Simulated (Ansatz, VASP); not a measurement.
SiC in VASP and in Ansatz

```
Si C
1.0
     0.00000    2.23285    2.23285
     2.23285    0.00000    2.23285
     2.23285    2.23285    0.00000
Si C
1 1
Direct
  0.00000 0.00000 0.00000
  0.75000 0.75000 0.75000
```

Change from the starting cell: mode 6 frozen in at +0.000 Å, equal normal strain along x, y and z +0.0250.

Alike in both runs: task single point; functional PBEsol; k mesh 10 × 10 × 10; occupations gaussian, width 0.05 eV; no spin polarisation.

|  | VASP | Ansatz |
| --- | --- | --- |
| version | VASP 6.6.1 | Ansatz 0.2.0 |
| potentials or method | VASP PAW PBE potentials, release 64 (Si, C), cutoff 600 eV | scalar-relativistic, plane waves, PAW |
| valence electrons in the cell | 8 | 8 |

```csv
,VASP,Ansatz,Ansatz less VASP
gap on the k mesh at the Fermi level (eV),1.30,1.31,+0.009
least direct gap on the mesh (eV),4.36,4.38,+0.012
pressure (GPa),-14.0,-14.2,-0.20
```

VASP's potentials were made for PBE, not for PBEsol, and Ansatz warns of the same on its side.
